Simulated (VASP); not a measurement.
# Ge (Cmce) in VASP: notebook

The runs below take Ge through single point, relaxation of cell and atoms, with PBEsol.

All numbers are computed with VASP 6.6.1; they aren't measurements. Logs are shortened: lines on timing, memory, paths and dates and some standing lists are left out, and cuts for length are marked.

## (1) The cell of the first run

The structure is orthorhombic, space group Cmce (No. 64). Conventional cell: a = 3.571 Å, b = 11.327 Å, c = 4.725 Å, α = 90.00°, β = 90.00°, γ = 90.00°. Within 3.1 Å of Ge (site symmetry m) lie 3 Ge at 2.34 to 2.38 Å.

## (2) Single point, PBEsol

INCAR reads:

```
PREC     = Accurate       # precision mode
ENCUT    = 520            # plane-wave cutoff, eV
EDIFF    = 1E-6           # SCF threshold, eV
ISMEAR   = 0              # smearing method
SIGMA    = 0.1            # smearing width, eV
LREAL    = F              # projectors in reciprocal space
LASPH    = T              # aspherical terms in the spheres
NELM     = 80             # most SCF steps
ALGO     = Normal         # electronic algorithm
ISIF     = 2              # what is computed and relaxed
LWAVE    = F              # write WAVECAR
LCHARG   = T              # write CHGCAR
GGA      = PS             # functional
LELF     = T              # ELF
LVHAR    = T            
NBANDS   = 36             # bands
```

KPOINTS reads:

```
regular mesh
0
Gamma
  6 6 4
```

POSCAR reads:

```
Ge
1.0
    1.7853927867     -5.6636327071      0.0000000000
    1.7853927867      5.6636327071      0.0000000000
    0.0000000000      0.0000000000      4.7250878585
Ge
4
Direct
    0.0980000000      0.9020000000      0.9100000000
    0.5980000000      0.4020000000      0.5900000000
    0.9020000000      0.0980000000      0.0900000000
    0.4020000000      0.5980000000      0.4100000000
```

Potentials or basis: VASP PAW PBE potentials, release 64 (Ge_d).

Started as:

```sh
$ cat potpaw_PBE.64/Ge_d/POTCAR > POTCAR
$ mpirun -np 1 vasp_std > vasp.out
```

OUTCAR:

```text
PREC = Accurate
   ENCUT = 520
   EDIFF = 1E-6
   ISMEAR = 0
   LREAL = F
   LASPH = T
   NELM = 80
   ISIF = 2
   GGA = PS

 ion  position               nearest neighbor table
   1  0.098  0.902  0.910-   2 2.34   2 2.34   3 2.38
   2  0.598  0.402  0.590-   1 2.34   1 2.34   4 2.38
   3  0.902  0.098  0.090-   4 2.34   4 2.34   1 2.38
   4  0.402  0.598  0.410-   3 2.34   3 2.34   2 2.38

  LATTYP: Found a base centered orthorhombic cell.
 ALAT       =     3.5707855734
 B/A-ratio  =     3.1722054381
 C/A-ratio  =     1.3232628399

  Lattice vectors:

 A1 = (   1.7853927867,  -5.6636327071,   0.0000000000)
 A2 = (   1.7853927867,   5.6636327071,   0.0000000000)
 A3 = (   0.0000000000,   0.0000000000,   4.7250878585)

Analysis of symmetry for initial positions (statically):
=====================================================================
 Subroutine PRICEL returns:
 Original cell was already a primitive cell.

 Routine SETGRP: Setting up the symmetry group for a
 base centered orthorhombic supercell.

 Subroutine GETGRP returns: Found  8 space group operations
 (whereof  4 operations were pure point group operations)
 out of a pool of  8 trial point group operations.

The static configuration has the point symmetry C_2h.
 The point group associated with its full space group is D_2h.

Analysis of symmetry for dynamics (positions and initial velocities):
=====================================================================
 Subroutine PRICEL returns:
 Original cell was already a primitive cell.

 Routine SETGRP: Setting up the symmetry group for a
 base centered orthorhombic supercell.

 Subroutine GETGRP returns: Found  8 space group operations
 (whereof  4 operations were pure point group operations)
 out of a pool of  8 trial point group operations.

The dynamic configuration has the point symmetry C_2h.
 The point group associated with its full space group is D_2h.

 Subroutine INISYM returns: Found  8 space group operations
 (whereof  4 operations are pure point group operations),
 and found     1 'primitive' translations

----------------------------------------------------------------------------------------

                                     Primitive cell

  volume of cell :      95.5584

  direct lattice vectors                    reciprocal lattice vectors
     1.785392787 -5.663632707  0.000000000     0.280050420 -0.088282561  0.000000000
     1.785392787  5.663632707  0.000000000     0.280050420  0.088282561  0.000000000
     0.000000000  0.000000000  4.725087859     0.000000000  0.000000000  0.211636276

  length of vectors
     5.938380490  5.938380490  4.725087859     0.293635911  0.293635911  0.211636276

  position of ions in fractional coordinates (direct lattice)
     0.098000000  0.902000000  0.910000000
     0.598000000  0.402000000  0.590000000
     0.902000000  0.098000000  0.090000000
     0.402000000  0.598000000  0.410000000

  ion indices of the primitive-cell ions
   primitive index   ion index
                 1           1
                 2           2
                 3           3
                 4           4

----------------------------------------------------------------------------------------

 KPOINTS: regular mesh

Automatic generation of k-mesh.
 Grid dimensions read from file:
 generate k-points for:    6    6    4

 Generating k-lattice:

  Cartesian coordinates                     Fractional coordinates (reciprocal lattice)
     0.046675070 -0.014713760  0.000000000     0.166666667  0.000000000  0.000000000
     0.046675070  0.014713760  0.000000000     0.000000000  0.166666667  0.000000000
     0.000000000  0.000000000  0.052909069     0.000000000  0.000000000  0.250000000

  Length of vectors
     0.048939319  0.048939319  0.052909069

  Shift w.r.t. Gamma in fractional coordinates (k-lattice)
     0.000000000  0.000000000  0.000000000

 Subroutine IBZKPT returns following result:
 ===========================================

 Found     39 irreducible k-points:

 Following reciprocal coordinates:
            Coordinates               Weight
  0.000000  0.000000  0.000000      1.000000
  0.166667  0.000000  0.000000      4.000000
  0.333333 -0.000000  0.000000      4.000000
  0.500000 -0.000000  0.000000      2.000000
  0.166667  0.166667  0.000000      2.000000
  0.333333  0.166667  0.000000      4.000000
[... 16 lines left out ...]
  0.333333  0.333333  0.250000      4.000000
  0.500000  0.333333  0.250000      8.000000
 [... further k-points ...]
   k-points           NKPTS =     39   k-points in BZ     NKDIM =     39   number of bands    NBANDS=     36
   number of dos      NEDOS =    301   number of ions     NIONS =      4
   total plane-waves  NPLWV =  82944
   dimension x,y,z NGX =    48 NGY =   48 NGZ =   36
   dimension x,y,z NGXF=    96 NGYF=   96 NGZF=   72
   ions per type =               4
   NGX,Y,Z   is equivalent  to a cutoff of  13.44, 13.44, 12.67 a.u.
   NGXF,Y,Z  is equivalent  to a cutoff of  26.88, 26.88, 25.33 a.u.
 SYSTEM =  unknown system
   PREC   = accura    normal or accurate (medium, high low for compatibility)
   ISTART =      0    job   : 0-new  1-cont  2-samecut
   ICHARG =      2    charge: 1-file 2-atom 10-const
   ISPIN  =      1    spin polarized calculation?
   LNONCOLLINEAR =      F non collinear calculations
   LSORBIT =      F    spin-orbit coupling
   LASPH  =      T    aspherical Exc in radial PAW
   ENCUT  =  520.0 eV  38.22 Ry    6.18 a.u.  11.04 11.04  8.79*2*pi/ulx,y,z
   NELM   =     80;   NELMIN=  2; NELMDL= -5     # of ELM steps
   EDIFF  = 0.1E-05   stopping-criterion for ELM
   LREAL  =      F    real-space projection
   EDIFFG = 0.1E-04   stopping-criterion for IOM
   NSW    =      0    number of steps for IOM
   IBRION =     -1    ionic relax: 0-MD 1-quasi-New 2-CG
   NFREE  =      0    steps in history (QN), initial steepest desc. (CG)
   ISIF   =      2    stress and relaxation
   ISYM   =      2    0-nonsym 1-usesym 2-fastsym
   POTIM  = 0.5000    time-step for ionic-motion
   TEBEG  =    0.0;   TEEND  =   0.0 temperature during run
   PSTRESS=    0.0 pullay stress
   NELECT =      56.0000    total number of electrons
   NUPDOWN=      -1.0000    fix difference up-down
   EMIN   =  10.00;   EMAX   =-10.00  energy-range for DOS
   EFERMI =   0.00;   METHOD = LEGACY
   ISMEAR =     0;   SIGMA  =   0.10  broadening in eV -4-tet -1-fermi 0-gaus
   EFERMI_NEDOS =   21; number of points for ismear=-14 and -15
   IALGO  =     38    algorithm
   IMIX   =      4    mixing-type and parameters
     AMIX     =   0.40;   BMIX     =  1.00
     AMIX_MAG =   1.60;   BMIX_MAG =  1.00
  volume/ion in A,a.u.               =      23.89       161.21
  Fermi-wavevector in a.u.,A,eV,Ry     =   1.369981  2.588889 25.536072  1.876848
  Thomas-Fermi vector in A             =   2.495808
   LORBIT       =      0    0 simple, 1 ext, 2 COOP (PROOUT), +10 PAW based schemes
   GGA     = PS    functional components
   LHFCALC =     F    Hartree Fock is set to
   AEXX    =    0.0000 exact exchange contribution
   IVDW    =     0    specifies the selected vdW correction
   LEPSILON=     F    determine dielectric tensor
   LRPA    =     F    only Hartree local field effects (RPA)
 non-spin polarized calculation
 Gauss-broadening in eV      SIGMA  =   0.10
  energy-cutoff  :      520.00
  volume of cell :       95.56
 maximum number of plane-waves:      2606
 NGX is ok and might be reduce to    48
   NGX = 23   NGY = 23   NGZ = 17

 number of electron      55.9999974 magnetization

 Free energy of the ion-electron system (eV)
  ---------------------------------------------------
  ext. energy  EPLUGINS =         0.00000000
  ---------------------------------------------------
  free energy    TOTEN  =       -16.81667343 eV

  energy without entropy =      -16.79954435  energy(sigma->0) =      -16.80810889

 E-fermi :   3.8071     XC(G=0):  -9.9355

 val. band max:        3.8059271814   @ k =  -0.3333   0.3333   0.5000
 cond. band min:       3.8321870778   @ k =   0.0000   0.0000   0.0000
 fundamental gap:      0.0262598964
 Fermi energy:         3.8070676238

 k-point     1 :       0.0000    0.0000    0.0000
  band No.  band energies     occupation
      1     -20.6381      2.00000
      2     -20.6327      2.00000
      3     -20.6210      2.00000
      4     -20.5271      2.00000
      5     -20.4952      2.00000
      6     -20.4947      2.00000
[... 28 lines left out ...]
     35      12.3243      0.00000
     36      12.3524      0.00000

 k-point     2 :       0.1667    0.0000    0.0000
  band No.  band energies     occupation
      1     -20.6343      2.00000
      2     -20.6198      2.00000
      3     -20.6182      2.00000
      4     -20.5237      2.00000
      5     -20.5133      2.00000
      6     -20.4691      2.00000
[... 28 lines left out ...]
     35      10.3915      0.00000
     36      10.7490      0.00000

 k-point     3 :       0.3333   -0.0000    0.0000
  band No.  band energies     occupation
      1     -20.6253      2.00000
      2     -20.6150      2.00000
      3     -20.5758      2.00000
      4     -20.5167      2.00000
      5     -20.5155      2.00000
      6     -20.4589      2.00000
[... 28 lines left out ...]
     35       9.4476      0.00000
     36      10.3490      0.00000

 k-point     4 :       0.5000   -0.0000    0.0000
  band No.  band energies     occupation
      1     -20.6165      2.00000
      2     -20.6165      2.00000
      3     -20.5261      2.00000
      4     -20.5261      2.00000
      5     -20.4931      2.00000
      6     -20.4931      2.00000
[... 28 lines left out ...]
     35       9.8698      0.00000
     36       9.8698      0.00000

 k-point     5 :       0.1667    0.1667    0.0000
  band No.  band energies     occupation
      1     -20.6254      2.00000
      2     -20.6148      2.00000
      3     -20.5759      2.00000
      4     -20.5168      2.00000
      5     -20.5156      2.00000
      6     -20.4583      2.00000
[... 655 lines left out ...]
 k-point    22 :      -0.1667    0.1667    0.2500
  band No.  band energies     occupation
      1     -20.6284      2.00000
      2     -20.6248      2.00000
      3     -20.6198      2.00000
      4     -20.5433      2.00000
      5     -20.5022      2.00000
      6     -20.4864      2.00000
[... 28 lines left out ...]
     35      11.0225      0.00000
     36      11.4058      0.00000

 k-point    23 :       0.3333    0.3333    0.2500
  band No.  band energies     occupation
      1     -20.6264      2.00000
      2     -20.6176      2.00000
      3     -20.5651      2.00000
      4     -20.5401      2.00000
      5     -20.4859      2.00000
      6     -20.4822      2.00000
[... 28 lines left out ...]
     35       9.7497      0.00000
     36      10.4665      0.00000

 k-point    24 :       0.5000    0.3333    0.2500
  band No.  band energies     occupation
      1     -20.6321      2.00000
      2     -20.6197      2.00000
      3     -20.6044      2.00000
      4     -20.5429      2.00000
      5     -20.4974      2.00000
      6     -20.4795      2.00000
[... 28 lines left out ...]
     35       9.9280      0.00000
     36      10.4133      0.00000

 [... further k-points ...]
[... 5 lines left out ...]
  --------------------------------------------------------------------------------------
  -------------------------------------------------------------------------------------
  Total        7.4096501     -0.0195060      4.3585332      0.0000000     -0.0000000      0.0000000
  in kB      124.2337354     -0.3270467     73.0772504      0.0000000     -0.0000000      0.0000000
  external PRESSURE =      65.6613130 kB  Pullay stress =       0.0000000 kB

 VOLUME and BASIS-vectors are now :
 -----------------------------------------------------------------------------
  energy-cutoff  :      520.00
  volume of cell :       95.56
      direct lattice vectors                 reciprocal lattice vectors
     1.785392787 -5.663632707  0.000000000     0.280050420 -0.088282561  0.000000000
     1.785392787  5.663632707  0.000000000     0.280050420  0.088282561  0.000000000
     0.000000000  0.000000000  4.725087859     0.000000000  0.000000000  0.211636276

 POSITION                                       TOTAL-FORCE (eV/Angst)
 -----------------------------------------------------------------------------------
      1.78539      4.55356      4.29983         0.000000     -0.624410      1.173609
      1.78539     -1.11007      2.78780         0.000000     -0.624410     -1.173609
      1.78539     -4.55356      0.42526         0.000000      0.624410     -1.173609
      1.78539      1.11007      1.93729         0.000000      0.624410      1.173609
 -----------------------------------------------------------------------------------
    total drift:                                0.000000      0.000000      0.000000

  FREE ENERGIE OF THE ION-ELECTRON SYSTEM (eV)
  ---------------------------------------------------
  free  energy   TOTEN  =       -16.8166734293 eV

  energy  without entropy=      -16.7995443532  energy(sigma->0) =      -16.80810889
```

It took 2 min on 1 thread of AMD EPYC 9R45 (Zen 5), shared host; peak memory 0.27 GiB.

What came out:

```yaml
Free_energy: -16.8167 eV
Pressure: 6.6 GPa
Largest_force: 1.329 eV/Å
Band_gap_on_the_k_mesh: zero (band 28 reaches 4.81 eV, above the bottom of band 29 at 3.30 eV)
```

Forces in eV/Å, atoms in the order of the input:
```
Ge   0.000 -0.624  1.174
Ge   0.000 -0.624 -1.174
Ge   0.000  0.624 -1.174
Ge   0.000  0.624  1.174
```

Levels at points of the mesh, in eV from the Fermi level:
| k point | band 25 | band 26 | band 27 | band 28 | band 29 | band 30 | band 31 | band 32 |
| --- | --- | --- | --- | --- | --- | --- | --- | --- |
| (0.00, 0.00, 0.00) | -2.24 | -1.92 | -0.95 | 0.03 | 0.73 | 1.44 | 3.23 | 3.57 |
| (0.50, 0.00, 0.00) | -2.24 | -2.24 | -0.64 | -0.64 | -0.08 | -0.08 | 3.31 | 3.31 |
| (0.50, 0.50, 0.00) | -2.85 | -2.72 | -1.16 | 1.00 | 1.11 | 2.45 | 3.11 | 3.29 |
| (0.00, 0.00, 0.50) | -2.14 | -2.14 | 0.05 | 0.05 | 1.57 | 1.57 | 4.01 | 4.01 |
| (0.50, 0.00, 0.50) | -2.83 | -2.83 | -2.61 | -2.61 | 0.70 | 0.70 | 4.01 | 4.01 |
| (0.50, 0.50, 0.50) | -0.02 | -0.02 | 0.35 | 0.35 | 1.07 | 1.07 | 3.90 | 3.90 |

Caveat: the PAW data sets were made with another functional, which shifts forces and pressure a little.

(Part 1 of 2 ends here.)
